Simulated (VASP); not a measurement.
# C in VASP: further runs, part 2 of 2

VASP 6.6.1. Earlier steps stand in the parts before.

### Step 4. Single point, PBEsol

Input file INCAR:

```
ALGO     = Normal         # electronic algorithm
DIPOL    = 0.5 0.5 0.500
EDIFF    = 1E-7           # SCF threshold, eV
ENCUT    = 520            # plane-wave cutoff, eV
GGA      = PS             # functional
IDIPOL   = 3            
ISIF     = 2              # what is computed and relaxed
ISMEAR   = -1             # smearing method
LASPH    = T              # aspherical terms in the spheres
LCHARG   = F              # write CHGCAR
LDIPOL   = T            
LREAL    = F              # projectors in reciprocal space
LWAVE    = F              # write WAVECAR
NBANDS   = 16             # bands
NELM     = 80             # most SCF steps
PREC     = Accurate       # precision mode
SIGMA    = 0.05           # smearing width, eV
```

Input file KPOINTS:

```
k-points
0
Gamma
  19 5 1
```

Input file POSCAR:

```
C
1.0
    1.7062526236      0.0000000000      0.0000000000
    0.0000000000      6.3117731547      0.0000000000
    0.0000000000      0.0000000000     17.9702000000
C
4
Direct
    0.0000000000      0.7500000000      0.4636881249
    0.5000000000      0.2500000000      0.4637134565
    0.5000000000      0.7500000000      0.5362865334
    0.0000000000      0.2500000000      0.5363118852
```

Potentials or basis: VASP PAW PBE potentials, release 64 (C).

Command:

```bash
$ cat potpaw_PBE.64/C/POTCAR > POTCAR
$ mpirun -np 1 vasp_std > vasp.out
```

OUTCAR:

```text
EDIFF = 1E-7
   ENCUT = 520
   GGA = PS
   ISIF = 2
   ISMEAR = -1
   LASPH = T
   LREAL = F
   NELM = 80
   PREC = Accurate

 ion  position               nearest neighbor table
   1  0.000  0.750  0.464-   3 1.56   3 1.56
   2  0.500  0.250  0.464-   4 1.56   4 1.56
   3  0.500  0.750  0.536-   1 1.56   1 1.56
   4  0.000  0.250  0.536-   2 1.56   2 1.56

  LATTYP: Found a simple orthorhombic cell.
 ALAT       =     1.7062526236
 B/A-ratio  =     3.6992020217
 C/A-ratio  =    10.5319691536

  Lattice vectors:

 A1 = (   1.7062526236,   0.0000000000,   0.0000000000)
 A2 = (   0.0000000000,   6.3117731547,   0.0000000000)
 A3 = (   0.0000000000,   0.0000000000,  17.9702000000)

Analysis of symmetry for initial positions (statically):
=====================================================================
 Subroutine PRICEL returns:
 Original cell was already a primitive cell.

 Routine SETGRP: Setting up the symmetry group for a
 simple orthorhombic supercell.

 Subroutine GETGRP returns: Found  8 space group operations
 (whereof  4 operations were pure point group operations)
 out of a pool of  8 trial point group operations.

The static configuration has the point symmetry C_2h.
 The point group associated with its full space group is D_2h.

Analysis of symmetry for dynamics (positions and initial velocities):
=====================================================================
 Subroutine PRICEL returns:
 Original cell was already a primitive cell.

 Routine SETGRP: Setting up the symmetry group for a
 simple orthorhombic supercell.

 Subroutine GETGRP returns: Found  8 space group operations
 (whereof  4 operations were pure point group operations)
 out of a pool of  8 trial point group operations.

The dynamic configuration has the point symmetry C_2h.
 The point group associated with its full space group is D_2h.

 Subroutine INISYM returns: Found  8 space group operations
 (whereof  4 operations are pure point group operations),
 and found     1 'primitive' translations
[... 125 lines left out ...]
   LHFCALC =     F    Hartree Fock is set to
   AEXX    =    0.0000 exact exchange contribution
   IVDW    =     0    specifies the selected vdW correction
   LEPSILON=     F    determine dielectric tensor
   LRPA    =     F    only Hartree local field effects (RPA)
 non-spin polarized calculation
  energy-cutoff  :      520.00
  volume of cell :      193.53
 maximum number of plane-waves:      5264
 NGX is ok and might be reduce to    14
   NGX =  7   NGY = 23   NGZ = 67

 number of electron      15.9999999 magnetization

 dipolmoment           0.000000      0.000000      0.000001 electrons x Angstroem

 Free energy of the ion-electron system (eV)
  ---------------------------------------------------
  ext. energy  EPLUGINS =         0.00000000
  ---------------------------------------------------
  free energy    TOTEN  =       -24.59024033 eV

  energy without entropy =      -24.57993625  energy(sigma->0) =      -24.58508829

 E-fermi :  -3.9396     XC(G=0):  -2.7232

 val. band max:       -3.9457114387   @ k =   0.4211   0.2000   0.0000
 cond. band min:      -3.9353359823   @ k =   0.0526   0.4000   0.0000
 fundamental gap:      0.0103754564
 Fermi energy:        -3.9396361739

 k-point     1 :       0.0000    0.0000    0.0000
  band No.  band energies     occupation
      1     -24.1624      2.00000
      2     -23.8015      2.00000
      3     -14.1806      2.00000
      4     -13.6050      2.00000
      5     -11.8801      2.00000
      6      -9.3547      2.00000
[... 433 lines left out ...]
      3     -13.2064      2.00000
      4     -13.0457      2.00000
      5     -10.0173      2.00000
      6      -9.3086      2.00000
[... 8 lines left out ...]
     15       4.0532      0.00000
     16       4.1682      0.00000

 [... further k-points ...]

------------------------ aborting loop because EDIFF is reached ----------------------------------------

 vacuum level on the upper side and lower side of the slab       (xc-potential included)        -0.085        -0.085

  FORCE on cell =-STRESS in cart. coord.  units (eV):
  Direction    XX          YY          ZZ          XY          YZ          ZX
  --------------------------------------------------------------------------------------
  -------------------------------------------------------------------------------------
  Total       -5.0134702     -0.3258141      0.1976424      0.0000000      0.0000000      0.0000000
  in kB      -41.5050934     -2.6973226      1.6362250      0.0000000      0.0000000      0.0000000
  external PRESSURE =     -14.1887303 kB  Pullay stress =       0.0000000 kB

 VOLUME and BASIS-vectors are now :
 -----------------------------------------------------------------------------
  energy-cutoff  :      520.00
  volume of cell :      193.53
      direct lattice vectors                 reciprocal lattice vectors
     1.706252624  0.000000000  0.000000000     0.586079685  0.000000000  0.000000000
     0.000000000  6.311773155  0.000000000     0.000000000  0.158434084  0.000000000
     0.000000000  0.000000000 17.970200000     0.000000000  0.000000000  0.055647683

 POSITION                                       TOTAL-FORCE (eV/Angst)
 -----------------------------------------------------------------------------------
      0.00000      4.73383      8.33257         0.000000     -0.000000     -0.088778
      0.85313      1.57794      8.33302         0.000000      0.000000     -0.088917
      0.85313      4.73383      9.63718         0.000000     -0.000000      0.088917
      0.00000      1.57794      9.63763         0.000000     -0.000000      0.088778
 -----------------------------------------------------------------------------------
    total drift:                               -0.000000      0.000000      0.000098

  FREE ENERGIE OF THE ION-ELECTRON SYSTEM (eV)
  ---------------------------------------------------
  free  energy   TOTEN  =       -24.5902403283 eV

  energy  without entropy=      -24.5799362544  energy(sigma->0) =      -24.58508829

 vacuum level on the upper side and lower side of the slab         1.898         1.898
```

Run time: 3.4 min. Hardware: 1 thread of Intel Xeon 8259CL, shared host; peak memory 0.32 GiB.

What came out:

* Free energy: -24.5902 eV
* Largest force: 0.089 eV/Å
* Band gap on the k mesh: zero (bands 8 and 9 overlap by 2.41 eV)

Forces on the atoms (eV/Å):
```
C    0.000  0.000 -0.089
C    0.000  0.000 -0.089
C    0.000  0.000  0.089
C    0.000  0.000  0.089
```

Caveat: the PAW data sets were made with another functional, which shifts forces and pressure a little.

The gap in the log of VASP goes by the Fermi energy; the results here count the filled bands.